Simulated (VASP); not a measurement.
# SiC26 (a cell with a defect) in VASP: single point with PBE

Aim: the single point of SiC26 (a cell with a defect) with PBE.

All numbers are computed with VASP 6.6.1; they aren't measurements. Logs are shortened: lines on timing, memory, paths and dates and some standing lists are left out, and cuts for length are marked.

### 1 The cell of the first run

The cell holds a defect, 27 atoms: a = 6.526 Å, b = 6.526 Å, c = 9.367 Å, α = 69.61°, β = 69.61°, γ = 60.00°.

### 2 Single point, PBE

File INCAR:

```
PREC     = Accurate       # precision mode
ENCUT    = 520            # plane-wave cutoff, eV
EDIFF    = 1E-6           # SCF threshold, eV
ISMEAR   = 0              # smearing method
SIGMA    = 0.1            # smearing width, eV
LREAL    = Auto         
LASPH    = T              # aspherical terms in the spheres
NELM     = 60             # most SCF steps
ALGO     = Normal         # electronic algorithm
ISIF     = 2              # what is computed and relaxed
LWAVE    = F              # write WAVECAR
LCHARG   = F              # write CHGCAR
GGA      = PE             # functional
NBANDS   = 73             # bands
```

File KPOINTS:

```
Automatic mesh
0
Gamma
  4 4 4
```

File POSCAR:

```
SiC26
1.0
    6.1662906811     -2.1360657508      0.0000000000
    1.2332581362     -6.4081972523      0.0000000000
    2.4665162724     -2.8480876677     -8.5756693636
Si C
1 26
Direct
    0.3734806990      0.6678216251      0.2402092376
    0.2024671119      0.5166271084      0.2191416110
    0.0672947226      0.1989776800      0.2562704912
    0.9037019013      0.9318639427      0.2595943134
    0.7817402347      0.6386094862      0.2467107709
    0.6309233027      0.3532813336      0.2734283355
    0.4960535927      0.0725068478      0.2300749850
    0.6689269551      0.1258652393      0.2563403400
    0.5584733720      0.8329824405      0.2192195058
    0.2576666729      0.2698271006      0.2300718365
    0.0939069638      0.9602184389      0.2733151082
    0.9608754056      0.6926722065      0.2466865163
    0.8302909480      0.3908021643      0.2596365258
    0.1748433421      0.6056606588      0.7528262490
    0.0319553116      0.3198391433      0.7529652469
    0.8890358795      0.0341305219      0.7530522372
    0.7461797881      0.7483578528      0.7532065109
    0.6034085890      0.4627394535      0.7528521362
    0.4604928131      0.1769870830      0.7531021459
    0.3176474665      0.8912898427      0.7529680456
    0.5080341436      0.9388642201      0.7532343804
    0.3653649821      0.6532550091      0.7527691106
    0.2224643720      0.3674836466      0.7529258331
    0.0795327190      0.0817551277      0.7529781905
    0.9366716703      0.7960490391      0.7530837217
    0.7938382862      0.5103182857      0.7530013957
    0.6509797189      0.2246080929      0.7530110743
```

Potentials or basis: VASP PAW PBE potentials, release 64 (Si, C).

Started as:

```sh
cat potpaw_PBE.64/Si/POTCAR potpaw_PBE.64/C/POTCAR > POTCAR
mpirun -np 1 vasp_std > vasp.out
```

OUTCAR:

```text
PREC = Accurate
   ENCUT = 520
   EDIFF = 1E-6
   ISMEAR = 0
   LREAL = Auto
   LASPH = T
   NELM = 60
   ISIF = 2
   GGA = PE

 ion  position               nearest neighbor table
   1  0.373  0.668  0.240-  11 1.90   6 1.90   9 1.91   2 1.91   5 2.60  12 2.60
   2  0.202  0.517  0.219-  12 1.41  10 1.44   1 1.91
   3  0.067  0.199  0.256-  13 1.42  11 1.43  10 1.45
   4  0.904  0.932  0.260-  11 1.40   8 1.42  12 1.45
   5  0.782  0.639  0.247-  12 1.38   9 1.41  13 1.45   1 2.60
   6  0.631  0.353  0.273-  13 1.40   8 1.44   1 1.90
   7  0.496  0.073  0.230-   9 1.44  10 1.44   8 1.45
   8  0.669  0.126  0.256-   4 1.42   6 1.44   7 1.45
   9  0.558  0.833  0.219-   5 1.41   7 1.44   1 1.91
  10  0.258  0.270  0.230-   2 1.44   7 1.44   3 1.45
  11  0.094  0.960  0.273-   4 1.40   3 1.43   1 1.90
  12  0.961  0.693  0.247-   5 1.38   2 1.41   4 1.45   1 2.60
  13  0.830  0.391  0.260-   6 1.40   3 1.42   5 1.45
  14  0.175  0.606  0.753-  25 1.42  22 1.42  23 1.42
  15  0.032  0.320  0.753-  24 1.42  26 1.42  23 1.42
  16  0.889  0.034  0.753-  25 1.42  27 1.42  24 1.42
  17  0.746  0.748  0.753-  25 1.42  26 1.42  21 1.42
  18  0.603  0.463  0.753-  27 1.42  22 1.42  26 1.42
  19  0.460  0.177  0.753-  27 1.42  23 1.42  21 1.42
  20  0.318  0.891  0.753-  22 1.42  24 1.42  21 1.42
  21  0.508  0.939  0.753-  19 1.42  20 1.42  17 1.42
  22  0.365  0.653  0.753-  18 1.42  20 1.42  14 1.42
  23  0.222  0.367  0.753-  19 1.42  15 1.42  14 1.42
  24  0.080  0.082  0.753-  16 1.42  15 1.42  20 1.42
  25  0.937  0.796  0.753-  16 1.42  14 1.42  17 1.42
  26  0.794  0.510  0.753-  18 1.42  15 1.42  17 1.42
  27  0.651  0.225  0.753-  19 1.42  16 1.42  18 1.42

  LATTYP: Found a trigonal (rhomboedric) cell.
 ALAT       =     9.3668250181
 COS(alpha) =     0.7573103810

  Lattice vectors:

 A1 = (  -3.6997744087,  -0.7120219169,  -8.5756693636)
 A2 = (   1.2332581362,   3.5601095846,  -8.5756693636)
 A3 = (   2.4665162724,  -2.8480876677,  -8.5756693636)

Analysis of symmetry for initial positions (statically):
=====================================================================
 Subroutine PRICEL returns:
 Original cell was already a primitive cell.

 Routine SETGRP: Setting up the symmetry group for a
 trigonal (rhombohedral) supercell.

 Subroutine GETGRP returns: Found  1 space group operations
 (whereof  1 operations were pure point group operations)
 out of a pool of 12 trial point group operations.

The static configuration has the point symmetry C_1 .

Analysis of symmetry for dynamics (positions and initial velocities):
=====================================================================
 Subroutine PRICEL returns:
 Original cell was already a primitive cell.

 Routine SETGRP: Setting up the symmetry group for a
 trigonal (rhombohedral) supercell.

 Subroutine GETGRP returns: Found  1 space group operations
 (whereof  1 operations were pure point group operations)
 out of a pool of 12 trial point group operations.

The dynamic configuration has the point symmetry C_1 .

 Subroutine INISYM returns: Found  1 space group operations
 (whereof  1 operations are pure point group operations),
 and found     1 'primitive' translations

----------------------------------------------------------------------------------------

                                     Primitive cell

  volume of cell :     316.2749

  direct lattice vectors                    reciprocal lattice vectors
     6.166290681 -2.136065751  0.000000000     0.173755768  0.033439313  0.038869658
     1.233258136 -6.408197252  0.000000000    -0.057918589 -0.167196565  0.038869658
     2.466516272 -2.848087668 -8.575669364     0.000000000  0.000000000 -0.116608973

  length of vectors
     6.525788662  6.525788662  9.366825018     0.181163199  0.181163199  0.116608973

  position of ions in fractional coordinates (direct lattice)
     0.373480699  0.667821625  0.240209238
     0.202467112  0.516627108  0.219141611
     0.067294723  0.198977680  0.256270491
     0.903701901  0.931863943  0.259594313
     0.781740235  0.638609486  0.246710771
     0.630923303  0.353281334  0.273428336
[... 19 lines left out ...]
     0.793838286  0.510318286  0.753001396
     0.650979719  0.224608093  0.753011074

  ion indices of the primitive-cell ions
   primitive index   ion index
                 1           1
                 2           2
                 3           3
                 4           4
                 5           5
                 6           6
[... 19 lines left out ...]
                26          26
                27          27

----------------------------------------------------------------------------------------

 KPOINTS: Automatic mesh

Automatic generation of k-mesh.
 Grid dimensions read from file:
 generate k-points for:    4    4    4

 Generating k-lattice:

  Cartesian coordinates                     Fractional coordinates (reciprocal lattice)
     0.043438942  0.008359828  0.009717414     0.250000000  0.000000000  0.000000000
    -0.014479647 -0.041799141  0.009717414     0.000000000  0.250000000 -0.000000000
     0.000000000  0.000000000 -0.029152243     0.000000000  0.000000000  0.250000000

  Length of vectors
     0.045290800  0.045290800  0.029152243

  Shift w.r.t. Gamma in fractional coordinates (k-lattice)
     0.000000000  0.000000000  0.000000000

 Subroutine IBZKPT returns following result:
 ===========================================

 Found     36 irreducible k-points:

 Following reciprocal coordinates:
            Coordinates               Weight
  0.000000  0.000000  0.000000      1.000000
  0.250000  0.000000  0.000000      2.000000
 -0.000000  0.250000  0.000000      2.000000
 -0.250000 -0.250000 -0.250000      2.000000
  0.500000  0.000000  0.000000      1.000000
 -0.000000  0.500000  0.000000      1.000000
[... 16 lines left out ...]
  0.000000  0.000000  0.250000      2.000000
  0.500000  0.000000  0.250000      2.000000
 [... further k-points ...]
   k-points           NKPTS =     36   k-points in BZ     NKDIM =     36   number of bands    NBANDS=     73
   number of dos      NEDOS =    301   number of ions     NIONS =     27
   total plane-waves  NPLWV = 175000
   dimension x,y,z NGX =    50 NGY =   50 NGZ =   70
   dimension x,y,z NGXF=   100 NGYF=  100 NGZF=  140
   ions per type =               1  26
   NGX,Y,Z   is equivalent  to a cutoff of  12.74, 12.74, 12.42 a.u.
   NGXF,Y,Z  is equivalent  to a cutoff of  25.48, 25.48, 24.85 a.u.
 SYSTEM =  unknown system
   PREC   = accura    normal or accurate (medium, high low for compatibility)
   ISTART =      0    job   : 0-new  1-cont  2-samecut
   ICHARG =      2    charge: 1-file 2-atom 10-const
   ISPIN  =      1    spin polarized calculation?
   LNONCOLLINEAR =      F non collinear calculations
   LSORBIT =      F    spin-orbit coupling
   LASPH  =      T    aspherical Exc in radial PAW
   ENCUT  =  520.0 eV  38.22 Ry    6.18 a.u.  12.13 12.13 17.42*2*pi/ulx,y,z
   NELM   =     60;   NELMIN=  2; NELMDL= -5     # of ELM steps
   EDIFF  = 0.1E-05   stopping-criterion for ELM
   LREAL  =      T    real-space projection
   EDIFFG = 0.1E-04   stopping-criterion for IOM
   NSW    =      0    number of steps for IOM
   IBRION =     -1    ionic relax: 0-MD 1-quasi-New 2-CG
   NFREE  =      0    steps in history (QN), initial steepest desc. (CG)
   ISIF   =      2    stress and relaxation
   ISYM   =      2    0-nonsym 1-usesym 2-fastsym
   POTIM  = 0.5000    time-step for ionic-motion
   TEBEG  =    0.0;   TEEND  =   0.0 temperature during run
   PSTRESS=    0.0 pullay stress
   NELECT =     108.0000    total number of electrons
   NUPDOWN=      -1.0000    fix difference up-down
   EMIN   =  10.00;   EMAX   =-10.00  energy-range for DOS
   EFERMI =   0.00;   METHOD = LEGACY
   ISMEAR =     0;   SIGMA  =   0.10  broadening in eV -4-tet -1-fermi 0-gaus
   EFERMI_NEDOS =   21; number of points for ismear=-14 and -15
   IALGO  =     38    algorithm
   IMIX   =      4    mixing-type and parameters
     AMIX     =   0.40;   BMIX     =  1.00
     AMIX_MAG =   1.60;   BMIX_MAG =  1.00
  volume/ion in A,a.u.               =      11.71        79.05
  Fermi-wavevector in a.u.,A,eV,Ry     =   1.144268  2.162354 17.814787  1.309350
  Thomas-Fermi vector in A             =   2.280961
   LORBIT       =      0    0 simple, 1 ext, 2 COOP (PROOUT), +10 PAW based schemes
   GGA     = PE    functional components
   LHFCALC =     F    Hartree Fock is set to
   AEXX    =    0.0000 exact exchange contribution
   IVDW    =     0    specifies the selected vdW correction
   LEPSILON=     F    determine dielectric tensor
   LRPA    =     F    only Hartree local field effects (RPA)
 non-spin polarized calculation
 Gauss-broadening in eV      SIGMA  =   0.10
  energy-cutoff  :      520.00
  volume of cell :      316.27
 maximum number of plane-waves:      8542
 NGX is ok and might be reduce to    50
   NGX = 25   NGY = 25   NGZ = 35

 number of electron     107.9999997 magnetization

 Free energy of the ion-electron system (eV)
  ---------------------------------------------------
  ext. energy  EPLUGINS =         0.00000000
  ---------------------------------------------------
  free energy    TOTEN  =      -240.54742402 eV

  energy without entropy =     -240.54025046  energy(sigma->0) =     -240.54383724

 E-fermi :   2.4582     XC(G=0):  -8.6933

 val. band max:        2.4531343999   @ k =  -0.0000   0.5000   0.0000
 cond. band min:       2.4637298044   @ k =  -0.0000   0.5000   0.5000
 fundamental gap:      0.0105954045
 Fermi energy:         2.4581541872

 k-point     1 :       0.0000    0.0000    0.0000
  band No.  band energies     occupation
      1     -16.6689      2.00000
      2     -16.0807      2.00000
      3     -13.3732      2.00000
      4     -13.3720      2.00000
      5     -13.3704      2.00000
      6     -13.3693      2.00000
[... 58 lines left out ...]
     65       6.9148      0.00000
     66       7.1349      0.00000

 k-point     2 :       0.2500    0.0000    0.0000
  band No.  band energies     occupation
      1     -16.4582      2.00000
      2     -15.9331      2.00000
      3     -14.7910      2.00000
      4     -14.0901      2.00000
      5     -13.9739      2.00000
      6     -13.9722      2.00000
[... 58 lines left out ...]
     65       7.8387      0.00000
     66       7.8958      0.00000

 k-point     3 :      -0.0000    0.2500    0.0000
  band No.  band energies     occupation
      1     -16.4582      2.00000
      2     -15.8866      2.00000
      3     -14.7911      2.00000
      4     -14.4072      2.00000
      5     -13.9741      2.00000
      6     -13.9721      2.00000
[... 1438 lines left out ...]
     65       6.8935      0.00000
     66       7.0953      0.00000

 k-point    24 :       0.5000    0.0000    0.2500
  band No.  band energies     occupation
      1     -15.8299      2.00000
      2     -15.8280      2.00000
      3     -15.7104      2.00000
      4     -14.6293      2.00000
      5     -14.1766      2.00000
      6     -14.1756      2.00000
[... 58 lines left out ...]
     65       7.9948      0.00000
     66       8.0100      0.00000

 [... further k-points ...]

 [bands above 66 left out]

------------------------ aborting loop because EDIFF is reached ----------------------------------------

  FORCE on cell =-STRESS in cart. coord.  units (eV):
  Direction    XX          YY          ZZ          XY          YZ          ZX
  --------------------------------------------------------------------------------------
  -------------------------------------------------------------------------------------
  Total       20.3789620    -17.9835680      0.0690897     -0.4830391      0.0038334     -0.0051249
  in kB      103.2352399    -91.1007125      0.3499930     -2.4469674      0.0194191     -0.0259614
  external PRESSURE =       4.1615068 kB  Pullay stress =       0.0000000 kB

 VOLUME and BASIS-vectors are now :
 -----------------------------------------------------------------------------
  energy-cutoff  :      520.00
  volume of cell :      316.27
      direct lattice vectors                 reciprocal lattice vectors
     6.166290681 -2.136065751  0.000000000     0.173755768  0.033439313  0.038869658
     1.233258136 -6.408197252  0.000000000    -0.057918589 -0.167196565  0.038869658
     2.466516272 -2.848087668 -8.575669364     0.000000000  0.000000000 -0.116608973

 POSITION                                       TOTAL-FORCE (eV/Angst)
 -----------------------------------------------------------------------------------
      3.71907     -5.76145     -2.05995         0.001121     -0.000362     -0.003351
      2.42612     -4.36727     -1.87929         0.031661     -0.009456      0.012923
      1.29245     -2.14871     -2.19769         0.000621     -0.003934      0.000689
      7.36201     -8.64128     -2.22620        -0.007679      0.006202      0.000941
      6.21652     -6.46484     -2.11571        -0.006368      0.014805      0.002989
      5.00056     -4.39034     -2.34483        -0.041950     -0.017737     -0.011312
[... 19 lines left out ...]
      7.38168     -7.11052     -6.45749         0.005938      0.000549      0.000590
      6.14844     -4.97451     -6.45757         0.000755      0.009080     -0.004407
 -----------------------------------------------------------------------------------
    total drift:                                0.000607     -0.012389     -0.006605

  FREE ENERGIE OF THE ION-ELECTRON SYSTEM (eV)
  ---------------------------------------------------
  free  energy   TOTEN  =      -240.5474240242 eV

  energy  without entropy=     -240.5402504560  energy(sigma->0) =     -240.54383724
```

Wall time 18 min (1 thread of Intel Xeon Platinum 8488C (Sapphire Rapids), shared host); peak memory 0.7 GiB.

Results:

| Item | Value |
| --- | --- |
| Free energy | -240.5474 eV |
| Pressure | 0.4 GPa |
| Largest force | 0.052 eV/Å |
| Band gap on the k mesh | 0.01 eV |

Forces in eV/Å, atoms in the order of the input:
```
Si   0.001  0.000 -0.003
C    0.032 -0.009  0.013
C    0.001 -0.004  0.001
C   -0.008  0.006  0.001
C   -0.006  0.015  0.003
C   -0.042 -0.018 -0.011
C   -0.003 -0.009 -0.002
C   -0.007  0.004  0.008
C   -0.029  0.010  0.016
C    0.003  0.001  0.005
C    0.046  0.016 -0.016
C   -0.001 -0.016  0.001
C    0.011 -0.016  0.001
C    0.003  0.001 -0.001
C   -0.001  0.001  0.001
C   -0.007 -0.007 -0.001
C   -0.002  0.006 -0.003
C    0.001  0.002 -0.001
C    0.000  0.001 -0.001
C    0.003  0.010  0.004
C   -0.004  0.000  0.000
C   -0.001 -0.003 -0.007
C    0.001  0.007  0.000
C    0.003 -0.004 -0.005
C    0.000 -0.003  0.002
C    0.006  0.001  0.001
C    0.001  0.009 -0.004
```

Stress tensor (GPa, compression positive):
```
10.32 -0.24  0.00
-0.24 -9.11  0.00
 0.00  0.00  0.03
```
